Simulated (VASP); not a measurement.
# LiF (C2) in VASP: further runs, part 2 of 2

VASP 6.6.1.

### 3 Single point, PBE

This run uses another cell than the first one, of 12.30 Å³/atom, 1.294 times its volume.

INCAR

```
SYSTEM = LiF
PREC = Accurate
ENCUT = 520
EDIFF = 1E-6
ISMEAR = 0
SIGMA = 0.1
LREAL = .False.
LASPH = .True.
NELM = 60
ALGO = Normal
ISIF = 2
LWAVE = .False.
LCHARG = .False.
GGA = PE
NBANDS = 24
```

KPOINTS

```
regular mesh
0
Gamma
  6 6 6
  0 0 0
```

POSCAR

```
LiF
1.0
    2.5424232290     -5.2441211023      0.4037936919
    2.5424232290      5.2441211023      0.4037936919
   -1.7710183482      0.0000000000      2.4868845707
Li F
3 3
Direct
    0.3092472460      0.2312325280      0.1675765326
    0.7687674720      0.6907527540      0.8324234674
    0.8348918739      0.1651081261      0.5000000000
    0.4055558790      0.5944441210      0.5000000000
    0.0114248952      0.9885751048      0.5000000000
    0.6701126339      0.3298873661      0.5000000000
```

Potentials or basis: VASP PAW PBE potentials, release 64 (Li_sv, F).

The run is started by

```
> cat potpaw_PBE.64/Li_sv/POTCAR potpaw_PBE.64/F/POTCAR > POTCAR
> mpirun -np 1 vasp_std > vasp.out
```

Wall time 1.7 min (1 thread of Intel Xeon Platinum 8375C at 2.90GHz (Ice Lake), shared host); peak memory 0.26 GiB.

The run converged. Its results:

```
Free energy            : -27.5189 eV
Largest force          : 0.035 eV/Å
Band gap on the k mesh : 5.61 eV, indirect (least direct gap 5.62 eV)
```

Forces in eV/Å, atoms in the order of the input:
```
Li  -0.021 -0.002 -0.021
Li   0.021 -0.002  0.021
Li   0.000 -0.026  0.000
F    0.000  0.035  0.000
F    0.000 -0.021  0.000
F    0.000  0.015  0.000
```

Levels at points of the mesh, in eV from the valence-band top:
| k point | band 13 | band 14 | band 15 | band 16 | band 17 | band 18 |
| --- | --- | --- | --- | --- | --- | --- |
| (0.00, 0.00, 0.00) | -0.86 | -0.80 | -0.01 | 5.61 | 9.51 | 10.06 |
| (0.50, 0.00, 0.00) | -0.93 | -0.86 | -0.04 | 7.43 | 7.86 | 9.59 |
| (0.50, 0.50, 0.00) | -0.98 | -0.89 | 0.00 | 6.66 | 7.41 | 9.64 |
| (0.00, 0.00, 0.50) | -1.16 | -0.73 | -0.64 | 8.27 | 10.13 | 10.50 |
| (0.50, 0.00, 0.50) | -1.18 | -0.85 | -0.72 | 7.60 | 9.31 | 10.11 |
| (0.50, 0.50, 0.50) | -1.15 | -0.78 | -0.67 | 8.21 | 10.50 | 10.63 |

Caveat: the cutoff is under 1.25 times the usual one of these potentials, so pressure, stress and relaxed cells hold a basis-set (Pulay) error. A hybrid or GW would open this gap; PBE tends to underestimate it.

### 4 Single point, PBE

This run uses another cell than the first one, of 12.37 Å³/atom, 1.301 times its volume.

INCAR

```
ALGO = Normal ; EDIFF = 1E-7
ENCUT = 520 ; GGA = PE
ISIF = 2 ; ISMEAR = 0
LASPH = True ; LCHARG = False
LREAL = False ; LWAVE = False
NBANDS = 24 ; NELM = 100
PREC = Accurate ; SIGMA = 0.02
```

KPOINTS

```
k-points
0
Gamma
  6 6 8
```

POSCAR

```
LiF
1.0
    2.5948787123     -5.2432729652     -0.0014269643
    2.5948787123      5.2432729652     -0.0014269643
   -1.3713969171      0.0000000000      2.7292218920
Li F
3 3
Direct
    0.3090908329      0.2311621418      0.1686936257
    0.7688378582      0.6909091671      0.8313063743
    0.8348966892      0.1651033108      0.5000000000
    0.4058079639      0.5941920361      0.5000000000
    0.0112335035      0.9887664965      0.5000000000
    0.6701331524      0.3298668476      0.5000000000
```

The run is started by

```
> cat potpaw_PBE.64/Li_sv/POTCAR potpaw_PBE.64/F/POTCAR > POTCAR
> mpirun -np 1 vasp_std > vasp.out
```

Run time: 1.8 min. Hardware: 1 thread of Intel Xeon 6975P-C (Granite Rapids), shared host; peak memory 0.28 GiB.

Results (log left out):

* Free energy: -27.5193 eV
* Largest force: 0.035 eV/Å
* Band gap on the k mesh: 5.58 eV, indirect (least direct gap 5.59 eV)

Forces on the atoms (eV/Å):
```
Li  -0.029 -0.005 -0.020
Li   0.029 -0.005  0.020
Li   0.000 -0.019  0.000
F    0.000  0.033  0.000
F    0.000 -0.018  0.000
F    0.000  0.013  0.000
```

Levels at points of the mesh, in eV from the valence-band top:
| k point | band 12 | band 13 | band 14 | band 15 | band 16 | band 17 | band 18 | band 19 |
| --- | --- | --- | --- | --- | --- | --- | --- | --- |
| (0.00, 0.00, 0.00) | -1.02 | -0.86 | -0.82 | -0.01 | 5.58 | 9.49 | 10.05 | 10.81 |
| (0.50, 0.00, 0.00) | -1.13 | -0.94 | -0.86 | -0.04 | 7.38 | 7.82 | 9.55 | 10.33 |
| (0.50, 0.50, 0.00) | -1.03 | -1.00 | -0.90 | 0.00 | 6.63 | 7.37 | 9.64 | 10.89 |
| (0.00, 0.00, 0.50) | -1.69 | -1.16 | -0.73 | -0.65 | 8.25 | 10.08 | 10.46 | 10.73 |
| (0.50, 0.00, 0.50) | -1.69 | -1.18 | -0.86 | -0.72 | 7.58 | 9.28 | 10.08 | 11.88 |
| (0.50, 0.50, 0.50) | -1.59 | -1.14 | -0.78 | -0.68 | 8.19 | 10.47 | 10.57 | 10.82 |

Caveat: the cutoff is under 1.25 times the usual one of these potentials, so pressure, stress and relaxed cells hold a basis-set (Pulay) error. A hybrid or GW would open this gap; PBE tends to underestimate it.

### 5 Relaxation of cell and atoms, PBE

This run uses another cell than the first one, of 12.30 Å³/atom, 1.294 times its volume.

INCAR

```
SYSTEM = LiF
PREC = Accurate ; ENCUT = 600
EDIFF = 1E-6 ; ISMEAR = 0
SIGMA = 0.02 ; LREAL = .FALSE.
LASPH = .TRUE. ; NELM = 100
ALGO = Normal ; ISIF = 3
LWAVE = .FALSE. ; LCHARG = .FALSE.
GGA = PE ; IBRION = 2
NSW = 100 ; EDIFFG = -0.01
```

KPOINTS

```
Automatic mesh
0
G
  6 6 8
  0 0 0
```

POSCAR

```
LiF
1.0
    2.5742892652     -5.2441211023      0.0000000000
    2.5742892652      5.2441211023      0.0000000000
   -1.3590119544      0.0000000000      2.7338960049
Li F
3 3
Direct
    0.3092472460      0.2312325280      0.1675765326
    0.7687674720      0.6907527540      0.8324234674
    0.8348918739      0.1651081261      0.5000000000
    0.4055558790      0.5944441210      0.5000000000
    0.0114248952      0.9885751048      0.5000000000
    0.6701126339      0.3298873661      0.5000000000
```

The run is started by

```
> cat potpaw_PBE.64/Li_sv/POTCAR potpaw_PBE.64/F/POTCAR > POTCAR
> mpirun -np 1 vasp_std > vasp.out
```

It took 4.1 min on 1 thread of Intel Xeon 6975P-C (Granite Rapids), shared host; peak memory 0.29 GiB.

The run converged. Its results:

```
Free energy                            : -27.5265 eV
Relaxed volume                         : 12.16 Å³/atom
Relaxed cell                           : a = 5.829 Å, b = 5.829 Å, c = 3.028 Å, α = 101.16°, β = 101.16°, γ = 127.86°
Space group after relaxing (to 0.05 Å) : C2 (No. 5)
Energy gained by relaxing              : 0.2 meV/atom
Ionic steps                            : 7
Pressure after relaxing                : 0.0 GPa
Largest force after relaxing           : 0.008 eV/Å
Band gap on the k mesh                 : 5.62 eV, indirect (least direct gap 5.63 eV)
```

Forces in eV/Å, atoms in the order of the input:
```
Li  -0.001  0.003  0.005
Li   0.001  0.003 -0.005
Li   0.000 -0.008  0.000
F    0.000  0.003  0.000
F    0.000 -0.003  0.000
F    0.000  0.002  0.000
```

Stress tensor (GPa, compression positive):
```
-0.06  0.00  0.05
 0.00  0.01  0.00
 0.05  0.00  0.11
```

Step by step:
| step | energy change (eV) | largest force (eV/Å) | pressure (GPa) | volume (Å³) |
| --- | --- | --- | --- | --- |
| 1 | 0.0000 | 0.0341 | -0.17 | 73.81 |
| 2 | -0.0004 | 0.0236 | -0.17 | 73.67 |
| 3 | -0.0008 | 0.0388 | -0.14 | 73.37 |
| 4 | -0.0011 | 0.0178 | -0.02 | 73.09 |
| 5 | -0.0011 | 0.0257 | 0.10 | 72.80 |
| 6 | -0.0011 | 0.0135 | 0.05 | 72.96 |
| 7 | -0.0012 | 0.0083 | 0.02 | 72.94 |

Final structure:
```cif
data_structure
_symmetry_space_group_name_H-M 'P 1'
_symmetry_Int_Tables_number 1
_cell_length_a 5.8294
_cell_length_b 5.8294
_cell_length_c 3.0285
_cell_angle_alpha 101.159
_cell_angle_beta 101.159
_cell_angle_gamma 127.863
_cell_volume 72.94
loop_
_atom_site_label
_atom_site_type_symbol
_atom_site_fract_x
_atom_site_fract_y
_atom_site_fract_z
_atom_site_occupancy
Li1 Li 0.30870 0.23055 0.16742 1
Li2 Li 0.76945 0.69130 0.83258 1
Li3 Li 0.83506 0.16494 0.50000 1
F1 F 0.40475 0.59525 0.50000 1
F2 F 0.01203 0.98797 0.50000 1
F3 F 0.67001 0.32999 0.50000 1
```

Levels at points of the mesh, in eV from the valence-band top:
| k point | band 13 | band 14 | band 15 | band 16 | band 17 | band 18 |
| --- | --- | --- | --- | --- | --- | --- |
| (0.00, 0.00, 0.00) | -0.89 | -0.83 | -0.01 | 5.62 | 9.52 | 10.07 |
| (0.50, 0.00, 0.00) | -0.94 | -0.89 | -0.04 | 7.45 | 7.87 | 9.62 |
| (0.50, 0.50, 0.00) | -0.98 | -0.92 | 0.00 | 6.66 | 7.44 | 9.65 |
| (0.00, 0.00, 0.50) | -1.20 | -0.75 | -0.67 | 8.25 | 10.16 | 10.53 |
| (0.50, 0.00, 0.50) | -1.22 | -0.87 | -0.74 | 7.58 | 9.33 | 10.17 |
| (0.50, 0.50, 0.50) | -1.19 | -0.80 | -0.70 | 8.19 | 10.53 | 10.66 |

Caveat: the cutoff is under 1.25 times the usual one of these potentials, so pressure, stress and relaxed cells hold a basis-set (Pulay) error. A k mesh can miss the band edges.

### 6 The runs side by side

```tsv
task	cell	k mesh	cutoff (eV)	smearing	gap on the mesh (eV)	largest force (eV/Å)
single point	a = 4.714, b = 4.714, c = 4.003 Å, angles 100.5, 100.5, 133.6°, 6 atoms	6 × 6 × 6	520	gaussian 0.1 eV	none	7.97
single point	a = 5.842, b = 5.842, c = 3.053 Å, angles 101.3, 101.3, 127.7°, 6 atoms	6 × 6 × 6	520	gaussian 0.1 eV	5.61	0.04
single point	a = 5.850, b = 5.850, c = 3.054 Å, angles 101.5, 101.5, 127.3°, 6 atoms	6 × 6 × 8	520	gaussian 0.02 eV	5.58	0.04
relaxation of cell and atoms	relaxed from a = 5.842, b = 5.842, c = 3.053 Å, angles 101.3, 101.3, 127.7°, 6 atoms	6 × 6 × 8	600	gaussian 0.02 eV	5.62	0.01
```

Alike in all rows: level PBE; potentials or basis VASP PAW PBE potentials, release 64 (Li_sv, F); no spin polarisation.

Caveats: the cutoff is under 1.25 times the usual one of these potentials, so pressure, stress and relaxed cells hold a basis-set (Pulay) error; forces of over 1 eV/Å act on the atoms, so gaps and moduli don't describe the material at rest (some runs).

Absolute energies hang on the potentials; compare differences alone.
